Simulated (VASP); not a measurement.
Wanted: the native input for a VASP 6.6.1 run.

| Quantity | Value |
| --- | --- |
| Task | single point |
| Functional | PBE |
| Dispersion | D4 |
| Potentials or basis | VASP PAW PBE potentials, release 64 (Cd, O) |
| Cutoff | 600 eV |
| k mesh | 8 × 8 × 8 |
| Occupations | gaussian, width 0.05 eV |
| Spin | no spin polarisation |
| Dipole correction | no |
| Further INCAR settings | ALGO = Normal; EDIFF = 1e-06; NBANDS = 16 |

The structure of CdO lies in POSCAR:

```
CdO
1.0
    0.0000000000      2.3790976023      2.3790976023
    2.3790976023      0.0000000000      2.3790976023
    2.3790976023      2.3790976023      0.0000000000
Cd O
1 1
Direct
    0.0000000000      0.0000000000      0.0000000000
    0.5000000000      0.5000000000      0.5000000000
```

The input as run:

INCAR

```
PREC = Accurate ; ENCUT = 600
EDIFF = 1E-6 ; ISMEAR = 0
SIGMA = 0.05 ; LREAL = F
LASPH = T ; NELM = 120
ALGO = Normal ; ISIF = 2
LWAVE = F ; LCHARG = F
GGA = PE ; IVDW = 13
NBANDS = 16 ; GGA_COMPAT = F
```

KPOINTS

```
regular mesh
0
Gamma
  8 8 8
```

Potentials or basis: VASP PAW PBE potentials, release 64 (Cd, O).

The run is started by

```bash
$ cat potpaw_PBE.64/Cd/POTCAR potpaw_PBE.64/O/POTCAR > POTCAR
$ mpirun -np 1 vasp_std > vasp.out
```

It gave:

```json
{
  "Pressure": "-1.5 GPa",
  "Band gap on the k mesh": "zero (bands 9 and 10 overlap by 0.50 eV)",
  "Dispersion energy per atom": "-0.303 eV"
}
```

Caveat: semilocal functionals underestimate gaps, so a narrow gap can read as zero.

Wall time 8.1 s on 1 thread of Intel(R) Xeon(R) 6975P-C (Granite Rapids) (shared host), peak memory 0.16 GiB.
